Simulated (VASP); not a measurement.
# KI (P6_3/mmc) in VASP: a series of runs, part 2 of 2

VASP 6.6.1. Earlier steps stand in the parts before.

## (4) Single point, PBE (volume changed by -3%)

INCAR

```
PREC = Accurate
ENCUT = 520
EDIFF = 1E-6
ISMEAR = 0
SIGMA = 0.01
LREAL = F
LASPH = T
NELM = 100
ALGO = Normal
ISIF = 2
LWAVE = F
LCHARG = F
GGA = PE
NBANDS = 24
```

KPOINTS

```
regular mesh
0
Gamma
  6 6 4
```

POSCAR

```
KI
1.0
    4.9203381273      0.0000000000      0.0000000000
   -2.4601690636      4.2611378134      0.0000000000
    0.0000000000      0.0000000000      8.5807105697
K I
2 2
Direct
    0.0000000000      0.0000000000      0.0000000000
    0.0000000000      0.0000000000      0.5000000000
    0.3333333333      0.6666666667      0.2500000000
    0.6666666667      0.3333333333      0.7500000000
```

Potentials or basis: VASP PAW PBE potentials, release 64 (K_sv, I).

On the command line:

```sh
> cat potpaw_PBE.64/K_sv/POTCAR potpaw_PBE.64/I/POTCAR > POTCAR
> mpirun -np 1 vasp_std > vasp.out
```

OUTCAR:

```text
PREC = Accurate
   ENCUT = 520
   EDIFF = 1E-6
   ISMEAR = 0
   LREAL = F
   LASPH = T
   NELM = 100
   ISIF = 2
   GGA = PE

 ion  position               nearest neighbor table
   1  0.000  0.000  0.000-   3 3.56   4 3.56   3 3.56   4 3.56   4 3.56   3 3.56
   2  0.000  0.000  0.500-   3 3.56   4 3.56   3 3.56   4 3.56   4 3.56   3 3.56
   3  0.333  0.667  0.250-   1 3.56   2 3.56   1 3.56   2 3.56   1 3.56   2 3.56
   4  0.667  0.333  0.750-   1 3.56   2 3.56   1 3.56   2 3.56   1 3.56   2 3.56

  LATTYP: Found a hexagonal cell.
 ALAT       =     4.9203381273
 C/A-ratio  =     1.7439270123

  Lattice vectors:

 A1 = (   4.9203381273,   0.0000000000,   0.0000000000)
 A2 = (  -2.4601690636,   4.2611378134,   0.0000000000)
 A3 = (   0.0000000000,   0.0000000000,   8.5807105697)

Analysis of symmetry for initial positions (statically):
=====================================================================
 Subroutine PRICEL returns:
 Original cell was already a primitive cell.

 Routine SETGRP: Setting up the symmetry group for a
 hexagonal supercell.

 Subroutine GETGRP returns: Found 24 space group operations
 (whereof 12 operations were pure point group operations)
 out of a pool of 24 trial point group operations.

The static configuration has the point symmetry D_3d.
 The point group associated with its full space group is D_6h.

Analysis of symmetry for dynamics (positions and initial velocities):
=====================================================================
 Subroutine PRICEL returns:
 Original cell was already a primitive cell.

 Routine SETGRP: Setting up the symmetry group for a
 hexagonal supercell.

 Subroutine GETGRP returns: Found 24 space group operations
[... 117 lines left out ...]
   EMIN   =  10.00;   EMAX   =-10.00  energy-range for DOS
   EFERMI =   0.00;   METHOD = LEGACY
   ISMEAR =     0;   SIGMA  =   0.01  broadening in eV -4-tet -1-fermi 0-gaus
   EFERMI_NEDOS =   21; number of points for ismear=-14 and -15
   IALGO  =     38    algorithm
   IMIX   =      4    mixing-type and parameters
     AMIX     =   0.40;   BMIX     =  1.00
     AMIX_MAG =   1.60;   BMIX_MAG =  1.00
  volume/ion in A,a.u.               =      44.98       303.52
  Fermi-wavevector in a.u.,A,eV,Ry     =   0.920683  1.739839 11.533082  0.847658
  Thomas-Fermi vector in A             =   2.046016
   LORBIT       =      0    0 simple, 1 ext, 2 COOP (PROOUT), +10 PAW based schemes
   GGA     = PE    functional components
   LHFCALC =     F    Hartree Fock is set to
   AEXX    =    0.0000 exact exchange contribution
   IVDW    =     0    specifies the selected vdW correction
   LEPSILON=     F    determine dielectric tensor
   LRPA    =     F    only Hartree local field effects (RPA)
 non-spin polarized calculation
 Gauss-broadening in eV      SIGMA  =   0.01
  energy-cutoff  :      520.00
  volume of cell :      179.91
 maximum number of plane-waves:      4881
 NGX is ok and might be reduce to    40
   NGX = 19   NGY = 19   NGZ = 31

 number of electron      32.0000000 magnetization

 Free energy of the ion-electron system (eV)
  ---------------------------------------------------
  ext. energy  EPLUGINS =         0.00000000
  ---------------------------------------------------
  free energy    TOTEN  =       -11.04738299 eV

  energy without entropy =      -11.04738299  energy(sigma->0) =      -11.04738299

 E-fermi :  -0.3811     XC(G=0):  -7.0952

 val. band max:       -0.4485035150   @ k =   0.0000   0.0000   0.0000
 cond. band min:       3.3995987828   @ k =   0.0000   0.0000   0.0000
 fundamental gap:      3.8481022979
 Fermi energy:        -0.3811189462

 k-point     1 :       0.0000    0.0000    0.0000
  band No.  band energies     occupation
      1     -29.1093      2.00000
      2     -29.1044      2.00000
      3     -12.7597      2.00000
      4     -12.5954      2.00000
      5     -12.5954      2.00000
      6     -12.5828      2.00000
[... 556 lines left out ...]
     23       7.0088      0.00000
     24       7.0088      0.00000

------------------------ aborting loop because EDIFF is reached ----------------------------------------

  FORCE on cell =-STRESS in cart. coord.  units (eV):
  Direction    XX          YY          ZZ          XY          YZ          ZX
  --------------------------------------------------------------------------------------
  -------------------------------------------------------------------------------------
  Total        0.4106558      0.4106558      0.4811592      0.0000000      0.0000000      0.0000000
  in kB        3.6571667      3.6571667      4.2850471      0.0000000      0.0000000      0.0000000
  external PRESSURE =       3.8664602 kB  Pullay stress =       0.0000000 kB

 VOLUME and BASIS-vectors are now :
 -----------------------------------------------------------------------------
  energy-cutoff  :      520.00
  volume of cell :      179.91
      direct lattice vectors                 reciprocal lattice vectors
     4.920338127  0.000000000  0.000000000     0.203238065  0.117339552  0.000000000
    -2.460169064  4.261137813  0.000000000     0.000000000  0.234679103  0.000000000
     0.000000000  0.000000000  8.580710570     0.000000000  0.000000000  0.116540465

 POSITION                                       TOTAL-FORCE (eV/Angst)
 -----------------------------------------------------------------------------------
      0.00000      0.00000      0.00000         0.000000      0.000000      0.000000
      0.00000      0.00000      4.29036         0.000000      0.000000      0.000000
     -0.00000      2.84076      2.14518        -0.000000     -0.000000     -0.000000
      2.46017      1.42038      6.43553         0.000000      0.000000      0.000000
 -----------------------------------------------------------------------------------
    total drift:                                0.000000     -0.000000     -0.000000

  FREE ENERGIE OF THE ION-ELECTRON SYSTEM (eV)
  ---------------------------------------------------
  free  energy   TOTEN  =       -11.0473829892 eV

  energy  without entropy=      -11.0473829892  energy(sigma->0) =      -11.04738299
```

stdout:

```text
POSCAR found type information on POSCAR K I
 POSCAR found :  2 types and       4 ions
 scaLAPACK will be used
 LDA part: xc-table for (Slater+PW92), standard interpolation
 POSCAR, INCAR and KPOINTS ok, starting setup
 FFT: planning ... GRIDC
 FFT: planning ... GRID_SOFT
 FFT: planning ... GRID
 WAVECAR not read
 entering main loop
```

Wall time 2 min (1 thread of Intel Xeon 6975P-C, shared host); peak memory 0.33 GiB.

Results:

- Free energy: -11.0474 eV
- Pressure: 0.4 GPa
- Band gap on the k mesh: 3.85 eV, direct

Caveat: the cell differs from its parent crystal (volume changed by -3%); spin-orbit coupling is left out, which moves the levels of the heavy elements. A k mesh can miss the band edges.

## (5) Single point, PBE

This run uses another cell than the first one, of 46.37 Å³/atom, 1.064 times its volume.

INCAR

```
PREC = Accurate
ENCUT = 520
EDIFF = 1E-6
ISMEAR = 0
SIGMA = 0.01
LREAL = False
LASPH = True
NELM = 100
ALGO = Normal
ISIF = 2
LWAVE = False
LCHARG = False
GGA = PE
NBANDS = 24
```

KPOINTS is that of step 4.

POSCAR

```
KI
1.0
    4.9705491271      0.0000000000      0.0000000000
   -2.4852745636      4.3046218149      0.0000000000
    0.0000000000      0.0000000000      8.6682748886
K I
2 2
Direct
    0.0000000000      0.0000000000      0.0000000000
    0.0000000000      0.0000000000      0.5000000000
    0.3333333333      0.6666666667      0.2500000000
    0.6666666667      0.3333333333      0.7500000000
```

On the command line:

```sh
> cat potpaw_PBE.64/K_sv/POTCAR potpaw_PBE.64/I/POTCAR > POTCAR
> mpirun -np 1 vasp_std > vasp.out
```

Run time: 2 min. Hardware: 1 thread of Intel Xeon 6975P-C, shared host; peak memory 0.33 GiB.

The run converged. Its results:

```
Free energy            : -11.0549 eV
Pressure               : 0.0 GPa
Band gap on the k mesh : 3.78 eV, direct
```

Levels at points of the mesh, in eV from the valence-band top:
| k point | band 13 | band 14 | band 15 | band 16 | band 17 | band 18 | band 19 | band 20 |
| --- | --- | --- | --- | --- | --- | --- | --- | --- |
| (0.00, 0.00, 0.00) | -0.25 | -0.17 | 0.00 | 0.00 | 3.78 | 5.49 | 5.73 | 6.70 |
| (0.50, 0.00, 0.00) | -0.62 | -0.54 | -0.33 | -0.32 | 5.11 | 5.75 | 5.75 | 6.84 |
| (0.00, 0.00, 0.50) | -0.13 | -0.13 | -0.13 | -0.13 | 4.85 | 4.85 | 6.32 | 6.32 |
| (0.50, 0.00, 0.50) | -0.47 | -0.47 | -0.32 | -0.32 | 5.56 | 5.56 | 5.70 | 5.70 |

Caveat: spin-orbit coupling is left out, which moves the levels of the heavy elements.

## (6) The runs side by side

```csv
cell,gap on the mesh (eV),pressure (GPa)
"a = 4.869, b = 4.869, c = 8.491 Å, angles 90.0, 90.0, 120.0°, 4 atoms",3.92,0.8
"a = 4.900, b = 4.900, c = 8.590 Å, angles 90.0, 90.0, 120.0°, 4 atoms",3.85,0.5
"a = 4.920, b = 4.920, c = 8.581 Å, angles 90.0, 90.0, 120.0°, 4 atoms",3.85,0.4
"a = 4.971, b = 4.971, c = 8.668 Å, angles 90.0, 90.0, 120.0°, 4 atoms",3.78,0.0
```

Alike in all rows: task single point; level PBE; potentials or basis VASP PAW PBE potentials, release 64 (K_sv, I); no spin polarisation; k mesh 6 × 6 × 4; cutoff (eV) 520; smearing gaussian 0.01 eV.

Caveats: spin-orbit coupling is left out, which moves the levels of the heavy elements.

Total energies depend on the potentials used, so only differences within one code and one set of settings carry meaning.
